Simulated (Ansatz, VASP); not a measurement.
# Pt in VASP and in Ansatz

The input POSCAR:

```
Pt
1.0
    0.0000000000      2.8998944831      2.8998944831
    2.8998944831      0.0000000000      2.8998944831
    2.8998944831      2.8998944831      0.0000000000
Pt
2
Direct
    0.1250000000      0.1250000000      0.1250000000
    0.8750000000      0.8750000000      0.8750000000
```

File INCAR.step1:

```
SYSTEM = Pt
PREC = Accurate
ENCUT = 520
ISMEAR = -1
SIGMA = 0.1
LREAL = .False.
LASPH = .True.
NELM = 80
NBANDS = 17
GGA = PE
ALGO = Normal
EDIFF = 1E-4
LWAVE = .True.
LCHARG = .False.
```

The input INCAR.step2:

```
SYSTEM = Pt
PREC = Accurate
ENCUT = 520
EDIFF = 1E-6
ISMEAR = -1
SIGMA = 0.1
LREAL = .False.
LASPH = .True.
NELM = 80
ALGO = Normal
ISIF = 2
LWAVE = .False.
LCHARG = .False.
METAGGA = R2SCAN
LMIXTAU = .True.
NBANDS = 17
ISTART = 1
```

Contents of KPOINTS:

```
regular mesh
0
Gamma
  11 11 11
  0 0 0
```

Input for Ansatz:

```yaml
crystal:
  lattice:
    - [0.0, 2.8998944831, 2.8998944831]
    - [2.8998944831, 0.0, 2.8998944831]
    - [2.8998944831, 2.8998944831, 0.0]
  atoms:
    - { symbol: Pt, position: [0.125, 0.125, 0.125] }
    - { symbol: Pt, position: [0.875, 0.875, 0.875] }
hamiltonian:
  xc: r2scan
  pseudopotentials:
    kind: paw
    azcp:
      Pt: "pseudopotentials/Pt.paw.azcp"
basis:
  ecutwfc: 500
  fft_grid_basis: typed
kpoints:
  mp_grid: { grid: [11, 11, 11], shift: [0, 0, 0] }
magnetization:
  spin_polarized: false
scf:
  occupations: { method: fermi_dirac, width: 0.1 }
  lower_state_search: "off"
output:
  stress: true
```

Alike in both runs: task single point; functional r2SCAN; k mesh 11 × 11 × 11; occupations fermi-dirac, width 0.1 eV; no spin polarisation.

|  | VASP | Ansatz |
| --- | --- | --- |
| version | VASP 6.6.1 | Ansatz 0.2.0 |
| potentials or method | VASP PAW PBE potentials, release 64 (Pt), cutoff 520 eV | plane waves (500 eV) with PAW, scalar-relativistic |
| valence electrons in the cell | 20 | 36 |

```csv
,VASP,Ansatz,Ansatz less VASP
pressure (GPa),-4.5,-4.5,-0.05
```

VASP's potentials were made for PBE, not for r2SCAN. VASP's potentials hold 20 valence electrons a cell and Ansatz's 36, so a difference there can come from the potentials and not from the codes.

Neither program's run includes spin-orbit coupling.
